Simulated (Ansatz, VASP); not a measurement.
## AlGeIr3: VASP beside Ansatz

```
Al Ge Ir
1.0
     4.04282    0.00000    0.00000
    -2.02141    3.50118    0.00000
     0.00000    0.00000    4.99104
Al Ge Ir
1 1 3
Direct
  0.66667 0.33333 0.00000
  0.33333 0.66667 0.50000
  0.00000 0.00000 0.75525
  0.00000 0.00000 0.24475
  0.66667 0.33333 0.50000
```

Change from the starting cell: species swapped into the GaNi3As type (P-6m2, No. 187).

Alike in both runs: task relaxation of cell and atoms; functional PBE; k mesh 6 × 6 × 4; occupations gaussian, width 0.1 eV; no spin polarisation.

|  | VASP | Ansatz |
| --- | --- | --- |
| version | VASP 6.6.1 | Ansatz 0.2.0 |
| potentials or method | VASP PAW PBE potentials, release 64 (Al, Ge_d, Ir), cutoff 600 eV | scalar-relativistic, plane waves, PAW |
| valence electrons in the cell | 44 | 68 |

|  | VASP | Ansatz | Ansatz less VASP |
| --- | --- | --- | --- |
| gap on the k mesh at the Fermi level, each at its own relaxed structure (eV) | none | none | - |
| relaxed volume (Å³/atom) | 16.26 | 16.25 | -0.009 |
| relaxed length of the cell vector where the two differ most in proportion (Å) | 5.363 | 5.358 | -0.0048 |

A gap of «none» marks a metal or a gap that the smearing closes. VASP's potentials hold 44 valence electrons a cell and Ansatz's 68, so a difference there can come from the potentials and not from the codes.

Spin-orbit coupling is off throughout. Noted on VASP's run: the volume moved by over 15 % at a fixed basis, so the end points are rough.
